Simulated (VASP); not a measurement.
Input of a VASP 6.6.1 run:

POSCAR

```
Ti
1.0
    0.0000000000     -2.0551516152     -2.0551516152
    0.0000000000      2.0551516152     -2.0551516152
    4.1103032304      0.0000000000      0.0000000000
Ti
2
Direct
    0.5000000000      0.5000000000      0.5000000000
    0.0000000000      0.0000000000      0.0000000000
```

File INCAR.step1:

```
PREC     = Accurate       # precision mode
ENCUT    = 520            # plane-wave cutoff, eV
ISMEAR   = 0              # smearing method
SIGMA    = 0.15           # smearing width, eV
LREAL    = F              # projectors in reciprocal space
LASPH    = T              # aspherical terms in the spheres
NELM     = 60             # most SCF steps
NBANDS   = 19             # bands
GGA      = PE             # functional
ALGO     = Normal         # electronic algorithm
EDIFF    = 1E-4           # SCF threshold, eV
LWAVE    = T              # write WAVECAR
LCHARG   = F              # write CHGCAR
```

INCAR.step2

```
PREC     = Accurate       # precision mode
ENCUT    = 520            # plane-wave cutoff, eV
EDIFF    = 1E-6           # SCF threshold, eV
ISMEAR   = 0              # smearing method
SIGMA    = 0.15           # smearing width, eV
LREAL    = F              # projectors in reciprocal space
LASPH    = T              # aspherical terms in the spheres
NELM     = 60             # most SCF steps
ALGO     = Normal         # electronic algorithm
ISIF     = 2              # what is computed and relaxed
LWAVE    = F              # write WAVECAR
LCHARG   = F              # write CHGCAR
METAGGA  = R2SCAN         # meta-GGA
LMIXTAU  = T            
NBANDS   = 19             # bands
ISTART   = 1
```

File KPOINTS:

```
regular mesh
0
Gamma
  12 12 8
```

Potentials or basis: VASP PAW PBE potentials, release 64 (Ti_sv).

Launch:

```console
$ cat potpaw_PBE.64/Ti_sv/POTCAR > POTCAR
$ cp INCAR.step1 INCAR
$ mpirun -np 1 vasp_std > vasp.out
$ cp INCAR.step2 INCAR
$ mpirun -np 1 vasp_std > vasp.out
```

Problem. Estimate the band gap on the k mesh.

Solution. Zero (band 12 reaches 9.24 eV, above the bottom of band 13 at 7.82 eV).

Problem. Estimate the pressure.

Solution. 0.4 GPa.

Caveat: the PAW data sets were made with another functional, which shifts forces and pressure a little.
